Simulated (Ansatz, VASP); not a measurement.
## One calculation of Al4CoNi3, two programs

```
CELL_PARAMETERS angstrom
-2.95381 2.95381 2.95381
2.95381 -2.95381 2.95381
2.95381 2.95381 -2.95381
ATOMIC_POSITIONS crystal
Al 0.00000 0.50000 0.00000
Al 0.50000 0.50000 0.50000
Al 0.00000 0.00000 0.50000
Al 0.50000 0.00000 0.00000
Co 0.00000 0.00000 0.00000
Ni 0.50000 0.00000 0.50000
Ni 0.50000 0.50000 0.00000
Ni 0.00000 0.50000 0.50000
```

Alike in both runs: task single point; functional PBE; k mesh 4 × 4 × 4; occupations gaussian, width 0.1 eV; collinear spin.

|  | VASP | Ansatz |
| --- | --- | --- |
| version | VASP 6.6.1 | Ansatz 0.2.0 |
| potentials or method | VASP PAW PBE potentials, release 64 (Al, Co, Ni), cutoff 520 eV | scalar-relativistic, plane waves, PAW |
| valence electrons in the cell | 51 | 83 |

|  | VASP | Ansatz | Ansatz less VASP |
| --- | --- | --- | --- |
| gap on the k mesh at the Fermi level (eV) | none | none | - |
| pressure (GPa) | -9.2 | -9.2 | +0.01 |
| net moment per atom (μB) | 0.19 | 0.19 | +0.007 |
| size of the moment on the site where the two differ most (μB) | 0.97 | 1.01 | +0.034 |

Site moments also hang on the region over which each program counts them. A gap of «none» marks a metal or a gap that the smearing closes. The functional is the same, so the differences come from potentials, cutoffs and numerics. VASP's potentials hold 51 valence electrons a cell and Ansatz's 83, so a difference there can come from the potentials and not from the codes.

The k mesh is coarse, so the values compare programs but aren't converged.
